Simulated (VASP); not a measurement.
# Ga (Cmce) in VASP: further runs

The runs below take Ga through single point, with LDA.

Everything below comes from runs of VASP 6.6.1. Logs are shortened: lines on timing, memory, paths and dates and some standing lists are left out, and cuts for length are marked.

## Step 1: The cell of the first run

The structure is orthorhombic, space group Cmce (No. 64). Conventional cell: a = 4.568 Å, b = 7.737 Å, c = 4.569 Å, α = 90.00°, β = 90.00°, γ = 90.00°. Ga (site symmetry m) has 7 Ga at 2.51 to 2.82 Å within 3.3 Å.

## Step 2: Single point, LDA

Input file INCAR:

```
SYSTEM = Ga
ALGO = Normal
EDIFF = 1E-6
ENCUT = 520
GGA = CA
ISIF = 2
ISMEAR = 1
LASPH = .TRUE.
LCHARG = .FALSE.
LREAL = .FALSE.
LWAVE = .FALSE.
NBANDS = 34
NELM = 100
PREC = Accurate
SIGMA = 0.05
```

Input file KPOINTS:

```
k-points
0
G
  11 11 9
  0 0 0
```

Input file POSCAR:

```
Ga
1.0
    2.2838925454     -3.8684282092      0.0000000000
    2.2838925454      3.8684282092      0.0000000000
    0.0000000000      0.0000000000      4.5687949924
Ga
4
Direct
    0.3451000000      0.6549000000      0.4190000000
    0.1549000000      0.8451000000      0.9190000000
    0.6549000000      0.3451000000      0.5810000000
    0.8451000000      0.1549000000      0.0810000000
```

Potentials or basis: VASP PAW LDA potentials, release 64 (Ga_d).

Started as:

```sh
> cat potpaw_LDA.64/Ga_d/POTCAR > POTCAR
> mpirun -np 1 vasp_std > vasp.out
```

OUTCAR:

```text
SYSTEM = Ga
   EDIFF = 1E-6
   ENCUT = 520
   GGA = CA
   ISIF = 2
   ISMEAR = 1
   LASPH = .TRUE.
   LREAL = .FALSE.
   NELM = 100
   PREC = Accurate

 ion  position               nearest neighbor table
   1  0.345  0.655  0.419-   3 2.51   2 2.72   2 2.72   4 2.76   4 2.76   3 2.82   3 2.82
   2  0.155  0.845  0.919-   4 2.51   1 2.72   1 2.72   3 2.76   3 2.76   4 2.82   4 2.82
   3  0.655  0.345  0.581-   1 2.51   4 2.72   4 2.72   2 2.76   2 2.76   1 2.82   1 2.82
   4  0.845  0.155  0.081-   2 2.51   3 2.72   3 2.72   1 2.76   1 2.76   2 2.82   2 2.82

  LATTYP: Found a base centered orthorhombic cell.
 ALAT       =     4.5677850908
 B/A-ratio  =     1.6937873093
 C/A-ratio  =     1.0002210922

  Lattice vectors:

 A1 = (   2.2838925454,  -3.8684282092,   0.0000000000)
 A2 = (   2.2838925454,   3.8684282092,   0.0000000000)
 A3 = (   0.0000000000,   0.0000000000,   4.5687949924)

Analysis of symmetry for initial positions (statically):
=====================================================================
 Subroutine PRICEL returns:
 Original cell was already a primitive cell.

 Routine SETGRP: Setting up the symmetry group for a
 base centered orthorhombic supercell.

 Subroutine GETGRP returns: Found  8 space group operations
 (whereof  4 operations were pure point group operations)
 out of a pool of  8 trial point group operations.

The static configuration has the point symmetry C_2h.
 The point group associated with its full space group is D_2h.

Analysis of symmetry for dynamics (positions and initial velocities):
=====================================================================
 Subroutine PRICEL returns:
 Original cell was already a primitive cell.

 Routine SETGRP: Setting up the symmetry group for a
 base centered orthorhombic supercell.

 Subroutine GETGRP returns: Found  8 space group operations
 (whereof  4 operations were pure point group operations)
 out of a pool of  8 trial point group operations.

The dynamic configuration has the point symmetry C_2h.
 The point group associated with its full space group is D_2h.

 Subroutine INISYM returns: Found  8 space group operations
 (whereof  4 operations are pure point group operations),
 and found     1 'primitive' translations

----------------------------------------------------------------------------------------

                                     Primitive cell

  volume of cell :      80.7313

  direct lattice vectors                    reciprocal lattice vectors
     2.283892545 -3.868428209  0.000000000     0.218924485 -0.129251462  0.000000000
     2.283892545  3.868428209  0.000000000     0.218924485  0.129251462  0.000000000
     0.000000000  0.000000000  4.568794992     0.000000000  0.000000000  0.218876094

  length of vectors
     4.492315880  4.492315880  4.568794992     0.254231923  0.254231923  0.218876094

  position of ions in fractional coordinates (direct lattice)
     0.345100000  0.654900000  0.419000000
     0.154900000  0.845100000  0.919000000
     0.654900000  0.345100000  0.581000000
     0.845100000  0.154900000  0.081000000

  ion indices of the primitive-cell ions
   primitive index   ion index
                 1           1
                 2           2
                 3           3
                 4           4

----------------------------------------------------------------------------------------

 KPOINTS: k-points

Automatic generation of k-mesh.
 Grid dimensions read from file:
 generate k-points for:   11   11    9

 Generating k-lattice:

  Cartesian coordinates                     Fractional coordinates (reciprocal lattice)
     0.019902226 -0.011750133  0.000000000     0.090909091  0.000000000  0.000000000
     0.019902226  0.011750133  0.000000000     0.000000000  0.090909091  0.000000000
     0.000000000  0.000000000  0.024319566     0.000000000  0.000000000  0.111111111

  Length of vectors
     0.023111993  0.023111993  0.024319566

  Shift w.r.t. Gamma in fractional coordinates (k-lattice)
     0.000000000  0.000000000  0.000000000

 Subroutine IBZKPT returns following result:
 ===========================================

 Found    180 irreducible k-points:

 Following reciprocal coordinates:
            Coordinates               Weight
  0.000000  0.000000  0.000000      1.000000
  0.090909  0.000000  0.000000      4.000000
  0.181818  0.000000  0.000000      4.000000
  0.272727  0.000000  0.000000      4.000000
  0.363636  0.000000  0.000000      4.000000
  0.454545  0.000000  0.000000      4.000000
[... 16 lines left out ...]
 -0.272727  0.181818  0.000000      4.000000
 -0.181818  0.181818  0.000000      2.000000
 [... further k-points ...]
   k-points           NKPTS =    180   k-points in BZ     NKDIM =    180   number of bands    NBANDS=     34
   number of dos      NEDOS =    301   number of ions     NIONS =      4
   total plane-waves  NPLWV =  46656
   dimension x,y,z NGX =    36 NGY =   36 NGZ =   36
   dimension x,y,z NGXF=    72 NGYF=   72 NGZF=   72
   ions per type =               4
   NGX,Y,Z   is equivalent  to a cutoff of  13.32, 13.32, 13.10 a.u.
   NGXF,Y,Z  is equivalent  to a cutoff of  26.64, 26.64, 26.20 a.u.
 SYSTEM =  Ga
   PREC   = accura    normal or accurate (medium, high low for compatibility)
   ISTART =      0    job   : 0-new  1-cont  2-samecut
   ICHARG =      2    charge: 1-file 2-atom 10-const
   ISPIN  =      1    spin polarized calculation?
   LNONCOLLINEAR =      F non collinear calculations
   LSORBIT =      F    spin-orbit coupling
   LASPH  =      T    aspherical Exc in radial PAW
   ENCUT  =  520.0 eV  38.22 Ry    6.18 a.u.   8.35  8.35  8.49*2*pi/ulx,y,z
   NELM   =    100;   NELMIN=  2; NELMDL= -5     # of ELM steps
   EDIFF  = 0.1E-05   stopping-criterion for ELM
   LREAL  =      F    real-space projection
   EDIFFG = 0.1E-04   stopping-criterion for IOM
   NSW    =      0    number of steps for IOM
   IBRION =     -1    ionic relax: 0-MD 1-quasi-New 2-CG
   NFREE  =      0    steps in history (QN), initial steepest desc. (CG)
   ISIF   =      2    stress and relaxation
   ISYM   =      2    0-nonsym 1-usesym 2-fastsym
   POTIM  = 0.5000    time-step for ionic-motion
   TEBEG  =    0.0;   TEEND  =   0.0 temperature during run
   PSTRESS=    0.0 pullay stress
   NELECT =      52.0000    total number of electrons
   NUPDOWN=      -1.0000    fix difference up-down
   EMIN   =  10.00;   EMAX   =-10.00  energy-range for DOS
   EFERMI =   0.00;   METHOD = LEGACY
   ISMEAR =     1;   SIGMA  =   0.05  broadening in eV -4-tet -1-fermi 0-gaus
   EFERMI_NEDOS =   21; number of points for ismear=-14 and -15
   IALGO  =     38    algorithm
   IMIX   =      4    mixing-type and parameters
     AMIX     =   0.40;   BMIX     =  1.00
     AMIX_MAG =   1.60;   BMIX_MAG =  1.00
  volume/ion in A,a.u.               =      20.18       136.20
  Fermi-wavevector in a.u.,A,eV,Ry     =   1.413824  2.671740 27.196659  1.998898
  Thomas-Fermi vector in A             =   2.535430
   LORBIT       =      0    0 simple, 1 ext, 2 COOP (PROOUT), +10 PAW based schemes
   GGA     = CA    functional components
   LHFCALC =     F    Hartree Fock is set to
   AEXX    =    0.0000 exact exchange contribution
   IVDW    =     0    specifies the selected vdW correction
   LEPSILON=     F    determine dielectric tensor
   LRPA    =     F    only Hartree local field effects (RPA)
 non-spin polarized calculation
 Methfessel and Paxton  Order N= 1 SIGMA  =   0.05
  energy-cutoff  :      520.00
  volume of cell :       80.73
 maximum number of plane-waves:      2197
 NGX is ok and might be reduce to    36
   NGX = 17   NGY = 17   NGZ = 17

 number of electron      52.0000000 magnetization

 Free energy of the ion-electron system (eV)
  ---------------------------------------------------
  ext. energy  EPLUGINS =         0.00000000
  ---------------------------------------------------
  free energy    TOTEN  =       -14.30793539 eV

  energy without entropy =      -14.30796078  energy(sigma->0) =      -14.30794385

 E-fermi :   4.4993     XC(G=0): -10.8250

 val. band max:        4.4940387055   @ k =   0.0909   0.0909   0.2222
 cond. band min:       4.5029623627   @ k =  -0.1818   0.1818   0.4444
 fundamental gap:      0.0089236572
 Fermi energy:         4.4993246680

 k-point     1 :       0.0000    0.0000    0.0000
  band No.  band energies     occupation
      1     -10.6668      2.00000
      2     -10.6655      2.00000
      3     -10.6454      2.00000
      4     -10.6262      2.00000
      5     -10.5963      2.00000
      6     -10.5704      2.00000
[... 26 lines left out ...]
     33      11.1091      0.00000
     34      11.7088      0.00000

 k-point     2 :       0.0909    0.0000    0.0000
  band No.  band energies     occupation
      1     -10.6682      2.00000
      2     -10.6623      2.00000
      3     -10.6468      2.00000
      4     -10.6297      2.00000
      5     -10.5906      2.00000
      6     -10.5690      2.00000
[... 26 lines left out ...]
     33      11.3166      0.00000
     34      11.6243      0.00000

 k-point     3 :       0.1818    0.0000    0.0000
  band No.  band energies     occupation
      1     -10.6689      2.00000
      2     -10.6533      2.00000
      3     -10.6524      2.00000
      4     -10.6375      2.00000
      5     -10.5815      2.00000
      6     -10.5600      2.00000
[... 26 lines left out ...]
     33      10.7568      0.00000
     34      11.5529      0.00000
[... 704 lines left out ...]
 k-point    23 :      -0.2727    0.1818    0.0000
  band No.  band energies     occupation
      1     -10.6811      2.00000
      2     -10.6804      2.00000
      3     -10.6286      2.00000
      4     -10.6269      2.00000
      5     -10.6049      2.00000
      6     -10.5791      2.00000
[... 26 lines left out ...]
     33       9.7675      0.00000
     34      11.0272      0.00000

 k-point    24 :      -0.1818    0.1818    0.0000
  band No.  band energies     occupation
      1     -10.6786      2.00000
      2     -10.6688      2.00000
      3     -10.6392      2.00000
      4     -10.6295      2.00000
      5     -10.5983      2.00000
      6     -10.5808      2.00000
[... 26 lines left out ...]
     33      10.0104      0.00000
     34      10.4013      0.00000

 [... further k-points ...]
[... 5 lines left out ...]
  --------------------------------------------------------------------------------------
  -------------------------------------------------------------------------------------
  Total       -2.4916075     -2.2737815     -2.5229017      0.0000000      0.0000000      0.0000000
  in kB      -49.4479543    -45.1250238    -50.0690129      0.0000000      0.0000000      0.0000000
  external PRESSURE =     -48.2139970 kB  Pullay stress =       0.0000000 kB

 VOLUME and BASIS-vectors are now :
 -----------------------------------------------------------------------------
  energy-cutoff  :      520.00
  volume of cell :       80.73
      direct lattice vectors                 reciprocal lattice vectors
     2.283892545 -3.868428209  0.000000000     0.218924485 -0.129251462  0.000000000
     2.283892545  3.868428209  0.000000000     0.218924485  0.129251462  0.000000000
     0.000000000  0.000000000  4.568794992     0.000000000  0.000000000  0.218876094

 POSITION                                       TOTAL-FORCE (eV/Angst)
 -----------------------------------------------------------------------------------
      2.28389      1.19844      1.91433         0.000000      0.181344     -0.043697
      2.28389      2.66999      4.19872         0.000000     -0.181344     -0.043697
      2.28389     -1.19844      2.65447         0.000000     -0.181344      0.043697
      2.28389     -2.66999      0.37007         0.000000      0.181344      0.043697
 -----------------------------------------------------------------------------------
    total drift:                               -0.000000     -0.000000      0.000000

  FREE ENERGIE OF THE ION-ELECTRON SYSTEM (eV)
  ---------------------------------------------------
  free  energy   TOTEN  =       -14.3079353910 eV

  energy  without entropy=      -14.3079607790  energy(sigma->0) =      -14.30794385
```

Wall time 6 min (1 thread of Intel Xeon Platinum 8375C at 2.90GHz (Ice Lake), shared host); peak memory 0.42 GiB.

What came out:

```yaml
Free_energy: -14.3079 eV
Pressure: -4.8 GPa
Largest_force: 0.187 eV/Å
Band_gap_on_the_k_mesh: zero (bands 26 and 27 overlap by 1.04 eV)
```

Forces on the atoms (eV/Å):
```
Ga   0.000  0.181 -0.044
Ga   0.000 -0.181 -0.044
Ga   0.000 -0.181  0.044
Ga   0.000  0.181  0.044
```

Levels at points of the mesh, in eV from the Fermi level:
| k point | band 22 | band 23 | band 24 | band 25 | band 26 | band 27 | band 28 | band 29 | band 30 | band 31 |
| --- | --- | --- | --- | --- | --- | --- | --- | --- | --- | --- |
| (0.00, 0.00, 0.00) | -4.29 | -3.63 | -1.89 | -1.57 | -0.71 | 0.86 | 0.95 | 1.08 | 4.85 | 5.27 |

Caveat: the cell stands under tension.

[end of part 1 of 2]
